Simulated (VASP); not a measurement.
# TiCo (Pm-3m) in VASP: settings compared

Aim: see how the results for TiCo move with the level of theory and the settings. Levels: PBE, BLYP+D4. Tasks: single point, relaxation of cell and atoms.

All numbers are computed with VASP 6.6.1; they aren't measurements. Logs are shortened: lines on timing, memory, paths and dates and some standing lists are left out, and cuts for length are marked.

## Step 1: The cell of the first run

Symmetry: Pm-3m, No. 221, cubic system. Conventional cell: a = 2.986 Å, b = 2.986 Å, c = 2.986 Å, α = 90.00°, β = 90.00°, γ = 90.00°. Within 3.4 Å of Co (site symmetry m-3m) lie 8 Ti at 2.59 Å and 6 Co at 2.99 Å. Ti (site symmetry m-3m) has 8 Co at 2.59 Å and 6 Ti at 2.99 Å within 3.4 Å.

## Step 2: Single point, PBE, collinear spin, ferromagnetic start

Input file INCAR:

```
ALGO     = Normal         # electronic algorithm
EDIFF    = 1E-6           # SCF threshold, eV
ENCUT    = 520            # plane-wave cutoff, eV
GGA      = PE             # functional
ISIF     = 2              # what is computed and relaxed
ISMEAR   = 0              # smearing method
ISPIN    = 2              # spin polarisation
LASPH    = True           # aspherical terms in the spheres
LCHARG   = True           # write CHGCAR
LELF     = True           # ELF
LMAXMIX  = 4              # l up to which the mixer works
LORBIT   = 11             # projections on sites
LREAL    = False          # projectors in reciprocal space
LVHAR    = True         
LWAVE    = False          # write WAVECAR
MAGMOM   = 2 1            # initial moments
NBANDS   = 22             # bands
NELM     = 150            # most SCF steps
PREC     = Accurate       # precision mode
SIGMA    = 0.027000000000000003 # smearing width, eV
```

Input file KPOINTS:

```
k-points
0
Gamma
  9 9 9
```

Input file POSCAR:

```
TiCo
1.0
    2.9861109900      0.0000000000      0.0000000000
    0.0000000000      2.9861109900      0.0000000000
    0.0000000000      0.0000000000      2.9861109900
Co Ti
1 1
Direct
    0.5000000000      0.5000000000      0.5000000000
    0.0000000000      0.0000000000      0.0000000000
```

Potentials or basis: VASP PAW PBE potentials, release 64 (Co, Ti_sv).

The run is started by

```
> cat potpaw_PBE.64/Co/POTCAR potpaw_PBE.64/Ti_sv/POTCAR > POTCAR
> mpirun -np 1 vasp_std > vasp.out
```

OUTCAR:

```text
EDIFF = 1E-6
   ENCUT = 520
   GGA = PE
   ISIF = 2
   ISMEAR = 0
   ISPIN = 2
   LASPH = True
   LORBIT = 11
   LREAL = False
   NELM = 150
   PREC = Accurate

 ion  position               nearest neighbor table
   1  0.500  0.500  0.500-   2 2.59   2 2.59   2 2.59   2 2.59   2 2.59   2 2.59   2 2.59   2 2.59

   2  0.000  0.000  0.000-   1 2.59   1 2.59   1 2.59   1 2.59   1 2.59   1 2.59   1 2.59   1 2.59

  LATTYP: Found a simple cubic cell.
 ALAT       =     2.9861109900

  Lattice vectors:

 A1 = (   2.9861109900,   0.0000000000,   0.0000000000)
 A2 = (   0.0000000000,   2.9861109900,   0.0000000000)
 A3 = (   0.0000000000,   0.0000000000,   2.9861109900)

Analysis of symmetry for initial positions (statically):
=====================================================================
 Subroutine PRICEL returns:
 Original cell was already a primitive cell.

 Routine SETGRP: Setting up the symmetry group for a
 simple cubic supercell.

 Subroutine GETGRP returns: Found 48 space group operations
 (whereof 48 operations were pure point group operations)
 out of a pool of 48 trial point group operations.

The static configuration has the point symmetry O_h .

Analysis of symmetry for dynamics (positions and initial velocities):
=====================================================================
 Subroutine PRICEL returns:
 Original cell was already a primitive cell.

 Routine SETGRP: Setting up the symmetry group for a
 simple cubic supercell.

 Subroutine GETGRP returns: Found 48 space group operations
 (whereof 48 operations were pure point group operations)
 out of a pool of 48 trial point group operations.

The dynamic configuration has the point symmetry O_h .

Analysis of structural, dynamic, and magnetic symmetry:
=====================================================================
 Subroutine PRICEL returns:
 Original cell was already a primitive cell.

 Routine SETGRP: Setting up the symmetry group for a
 simple cubic supercell.

 Subroutine GETGRP returns: Found 48 space group operations
 (whereof 48 operations were pure point group operations)
 out of a pool of 48 trial point group operations.

The overall configuration has the point symmetry O_h .

 Subroutine INISYM returns: Found 48 space group operations
 (whereof 48 operations are pure point group operations),
 and found     1 'primitive' translations

[... 116 lines left out ...]
  Fermi-wavevector in a.u.,A,eV,Ry     =   1.512546  2.858298 31.127355  2.287796
  Thomas-Fermi vector in A             =   2.622456
   LORBIT       =     11    0 simple, 1 ext, 2 COOP (PROOUT), +10 PAW based schemes
   GGA     = PE    functional components
   LHFCALC =     F    Hartree Fock is set to
   AEXX    =    0.0000 exact exchange contribution
   IVDW    =     0    specifies the selected vdW correction
   LEPSILON=     F    determine dielectric tensor
   LRPA    =     F    only Hartree local field effects (RPA)
 spin polarized calculation
 Gauss-broadening in eV      SIGMA  =   0.03
  energy-cutoff  :      520.00
  volume of cell :       26.63
 maximum number of plane-waves:       739
 NGX is ok and might be reduce to    24
   NGX = 11   NGY = 11   NGZ = 11

 number of electron      20.9999983 magnetization       0.8353175

 Free energy of the ion-electron system (eV)
  ---------------------------------------------------
  ext. energy  EPLUGINS =         0.00000000
  ---------------------------------------------------
  free energy    TOTEN  =       -15.67501932 eV

  energy without entropy =      -15.67442844  energy(sigma->0) =      -15.67472388

 E-fermi :   9.9601     XC(G=0): -12.5743

 val. band max:        9.9590730124   @ k =   0.3333   0.3333   0.0000
 cond. band min:       9.9911460087   @ k =   0.3333   0.1111   0.1111
 fundamental gap:      0.0320729963
 Fermi energy:         9.9600713905

 spin component 1

 k-point     1 :       0.0000    0.0000    0.0000
  band No.  band energies     occupation
      1     -47.2126      1.00000
      2     -23.3060      1.00000
      3     -23.3060      1.00000
      4     -23.3060      1.00000
      5       2.2475      1.00000
      6       5.7613      1.00000
[... 589 lines left out ...]
     21      26.7270      0.00000
     22      29.7341      0.00000

 [... further k-points ...]

 spin component 2

 k-point     1 :       0.0000    0.0000    0.0000
  band No.  band energies     occupation
      1     -47.2209      1.00000
      2     -23.3149      1.00000
      3     -23.3149      1.00000
      4     -23.3149      1.00000
      5       2.2309      1.00000
      6       6.4125      1.00000
[... 589 lines left out ...]
     21      26.7614      0.00000
     22      29.7081      0.00000

 [... further k-points ...]

------------------------ aborting loop because EDIFF is reached ----------------------------------------

  FORCE on cell =-STRESS in cart. coord.  units (eV):
  Direction    XX          YY          ZZ          XY          YZ          ZX
  --------------------------------------------------------------------------------------
  -------------------------------------------------------------------------------------
  Total       -0.1295387     -0.1295387     -0.1295387     -0.0000000      0.0000000     -0.0000000
  in kB       -7.7945732     -7.7945732     -7.7945732     -0.0000000      0.0000000     -0.0000000
  external PRESSURE =      -7.7945732 kB  Pullay stress =       0.0000000 kB

 VOLUME and BASIS-vectors are now :
 -----------------------------------------------------------------------------
  energy-cutoff  :      520.00
  volume of cell :       26.63
      direct lattice vectors                 reciprocal lattice vectors
     2.986110990  0.000000000  0.000000000     0.334883735  0.000000000  0.000000000
     0.000000000  2.986110990  0.000000000     0.000000000  0.334883735  0.000000000
     0.000000000  0.000000000  2.986110990     0.000000000  0.000000000  0.334883735

 POSITION                                       TOTAL-FORCE (eV/Angst)
 -----------------------------------------------------------------------------------
      1.49306      1.49306      1.49306         0.000000      0.000000      0.000000
      0.00000      0.00000      0.00000         0.000000      0.000000      0.000000
 -----------------------------------------------------------------------------------
    total drift:                                0.000000      0.000000     -0.000000

  FREE ENERGIE OF THE ION-ELECTRON SYSTEM (eV)
  ---------------------------------------------------
  free  energy   TOTEN  =       -15.6750193197 eV

  energy  without entropy=      -15.6744284417  energy(sigma->0) =      -15.67472388

 total charge

# of ion       s       p       d       tot
------------------------------------------
    1        0.524   0.460   7.303   8.287
    2        2.247   6.179   1.860  10.286
--------------------------------------------------
tot          2.771   6.639   9.163  18.574

 magnetization (x)

# of ion       s       p       d       tot
------------------------------------------
    1        0.026  -0.006   0.897   0.917
    2       -0.003  -0.014  -0.011  -0.028
--------------------------------------------------
tot          0.023  -0.020   0.885   0.889
```

stdout:

```text
POSCAR found type information on POSCAR CoTi
 POSCAR found :  2 types and       2 ions
 scaLAPACK will be used
 LDA part: xc-table for (Slater+PW92), standard interpolation
 POSCAR, INCAR and KPOINTS ok, starting setup
 FFT: planning ... GRIDC
 FFT: planning ... GRID_SOFT
 FFT: planning ... GRID
 WAVECAR not read
 entering main loop
```

It took 72 s on 1 thread of Intel Xeon 8259CL, shared host; peak memory 0.17 GiB.

What came out:

```yaml
Free_energy: -15.6750 eV
Pressure: -0.8 GPa
Net_moment: 0.84 μB per cell
Site_moments: Co +0.92; Ti -0.03 μB
Valence_electrons_inside_the_program's_atomic_spheres: Co 8.29; Ti 10.29
```

## Step 3: Single point, PBE, collinear spin, ferromagnetic start

Input file INCAR:

```
SYSTEM = TiCo
ALGO = Normal
EDIFF = 1E-6
ENCUT = 520
GGA = PE
ISIF = 2
ISMEAR = 0
ISPIN = 2
LASPH = .TRUE.
LCHARG = .TRUE.
LELF = .TRUE.
LMAXMIX = 4
LORBIT = 11
LREAL = .FALSE.
LVHAR = .TRUE.
LWAVE = .FALSE.
MAGMOM = 2 1
NBANDS = 22
NELM = 150
PREC = Accurate
SIGMA = 0.028000000000000004
```

Input file KPOINTS:

```
k-points
0
G
  9 9 9
  0 0 0
```

POSCAR is that of step 2.

Potentials or basis: VASP PAW PBE potentials, release 64 (Co, Ti_sv).

The run is started by

```
> cat potpaw_PBE.64/Co/POTCAR potpaw_PBE.64/Ti_sv/POTCAR > POTCAR
> mpirun -np 1 vasp_std > vasp.out
```

It took 68 s on 1 thread of Intel Xeon 8259CL, shared host; peak memory 0.17 GiB.

It converged, with:

- Free energy: -15.6750 eV
- Pressure: -0.8 GPa
- Net moment: 0.83 μB per cell
- Site moments: Co +0.92; Ti -0.03 μB
- Valence electrons inside the program's atomic spheres: Co 8.29; Ti 10.29

Levels at points of the mesh, in eV from the Fermi level:
Spin up:
```
           k point  band 8  band 9  band 10  band 11  band 12  band 13  band 14  band 15
(0.00, 0.00, 0.00)   -1.90   -1.90    -1.90     0.46     0.46     2.64     2.64     2.64
```
Spin down:
| k point | band 8 | band 9 | band 10 | band 11 | band 12 | band 13 |
| --- | --- | --- | --- | --- | --- | --- |
| (0.00, 0.00, 0.00) | -1.37 | -1.37 | -1.37 | 0.99 | 0.99 | 2.74 |

## Step 4: Relaxation of cell and atoms, BLYP+D4, collinear spin, ferromagnetic start

Input file INCAR:

```
SYSTEM = TiCo
PREC = Accurate ; ENCUT = 600
EDIFF = 1E-7 ; ISMEAR = -1
SIGMA = 0.05 ; LREAL = .False.
LASPH = .True. ; NELM = 150
ALGO = Normal ; ISIF = 3
LWAVE = .False. ; LCHARG = .False.
ISPIN = 2 ; MAGMOM = 2 1
LORBIT = 11 ; LMAXMIX = 4
GGA = B5 ; ALDAX = 1.0
AGGAX = 1.0 ; AGGAC = 1.0
ALDAC = 0.0 ; IVDW = 13
VDW_S6 = 1.0 ; VDW_S8 = 2.34076671
VDW_A1 = 0.44488865 ; VDW_A2 = 4.0933009
IBRION = 2 ; NSW = 60
EDIFFG = -0.01
```

Input file KPOINTS:

```
regular mesh
0
Gamma
  9 9 9
  0 0 0
```

POSCAR is that of step 3.

The run is started by

```
> cat potpaw_PBE.64/Co/POTCAR potpaw_PBE.64/Ti_sv/POTCAR > POTCAR
> mpirun -np 1 vasp_std > vasp.out
```

Wall time 3.2 min (1 thread of Intel Xeon 8259CL, shared host); peak memory 0.18 GiB.

The run converged. Its results:

```
Free energy                                           : -14.8356 eV
Relaxed volume                                        : 13.09 Å³/atom
Relaxed cell                                          : a = 2.969 Å, b = 2.969 Å, c = 2.969 Å, α = 90.00°, β = 90.00°, γ = 90.00°
Space group after relaxing (to 0.1 Å)                 : Pm-3m (No. 221)
Energy gained by relaxing                             : 2.0 meV/atom
Ionic steps                                           : 3
Pressure after relaxing                               : 0.0 GPa
Net moment                                            : 0.70 μB per cell
Site moments                                          : Co +0.73; Ti -0.00 μB
Valence electrons inside the program's atomic spheres : Co 8.36; Ti 10.36
Dispersion energy per atom                            : -0.591 eV
```

Step by step:
```tsv
step	energy change (eV)	largest force (eV/Å)	pressure (GPa)	volume (Å³)
1	0.0000	0.0000	-2.77	26.63
2	-0.0004	0.0000	2.81	25.75
3	-0.0040	0.0000	0.00	26.17
```

Final structure:
```yaml
crystal:
  lattice:
    - [2.96899, 0.00000, 0.00000]
    - [0.00000, 2.96899, 0.00000]
    - [0.00000, 0.00000, 2.96899]
  atoms:
    - { symbol: Co, position: [0.50000, 0.50000, 0.50000] }
    - { symbol: Ti, position: [0.00000, 0.00000, 0.00000] }
```

Levels at points of the mesh, in eV from the Fermi level:
Spin up:
```csv
k point,band 7,band 8,band 9,band 10,band 11,band 12,band 13,band 14
"(0.00, 0.00, 0.00)",-4.15,-1.86,-1.86,-1.86,0.50,0.50,2.58,2.58
```
Spin down:
| k point | band 8 | band 9 | band 10 | band 11 | band 12 | band 13 |
| --- | --- | --- | --- | --- | --- | --- |
| (0.00, 0.00, 0.00) | -1.45 | -1.45 | -1.45 | 0.94 | 0.94 | 2.68 |

Caveat: the PAW data sets were made with another functional, which shifts forces and pressure a little.

## Step 5: Overview

```tsv
task	level	cell	cutoff (eV)	smearing	gap on the mesh (eV)	pressure (GPa)	moment (μB)
single point	PBE	as given	520	gaussian 0.027 eV	none	-0.8	0.84
single point	PBE	as given	520	gaussian 0.028 eV	none	-0.8	0.83
relaxation of cell and atoms	BLYP+D4	relaxed	600	fermi-dirac 0.05 eV	none	0.0	0.70
```

Alike in all rows: potentials or basis VASP PAW PBE potentials, release 64 (Co, Ti_sv); spin collinear, ferromagnetic start; k mesh 9 × 9 × 9.

Caveats: the PAW data sets were made with another functional, which shifts forces and pressure a little (at least some runs).

Absolute energies hang on the potentials; compare differences alone.
